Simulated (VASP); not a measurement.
The system is KMgF3.

```xyz
5
Lattice="3.9859 0.0000 0.0000 0.0000 3.9859 0.0000 0.0000 0.0000 3.9859" Properties=species:S:1:pos:R:3 pbc="T T T"
K     1.9929    1.9929    1.9929
Mg    0.0000    0.0000    0.0000
F     1.9929    0.0000    0.0000
F     0.0000    1.9929    0.0000
F     0.0000    0.0000    1.9929
```

* Program: VASP 6.6.1
* Task: relaxation of cell and atoms
* Functional: PBE
* Potentials or basis: VASP PAW PBE potentials, release 64 (K_sv, Mg, F)
* Cutoff: 600 eV
* k mesh: 6 × 6 × 6
* Occupations: fermi-dirac, width 0.02 eV
* Spin: no spin polarisation

At the start: pressure 3.2 GPa; volume 12.67 Å³/atom.

Question: How do energy, volume and symmetry change on relaxing?

Answer: Over 3 steps the energy falls by 5.5 meV/atom and the volume is 13.24 Å³/atom (+4.5 %); space group Pm-3m (No. 221, to 0.1 Å) before and after.

The path:
```csv
step,energy change (eV),largest force (eV/Å),pressure (GPa),volume (Å³)
1,0.0000,0.0000,3.25,63.33
2,-0.0269,0.0000,0.47,65.71
3,-0.0276,0.0000,-0.02,66.18
```

Final structure:
```
K Mg F
1.0
     4.04498    0.00000    0.00000
     0.00000    4.04498    0.00000
     0.00000    0.00000    4.04498
K Mg F
1 1 3
Direct
  0.50000 0.50000 0.50000
  0.00000 0.00000 0.00000
  0.50000 0.00000 0.00000
  0.00000 0.50000 0.00000
  0.00000 0.00000 0.50000
```
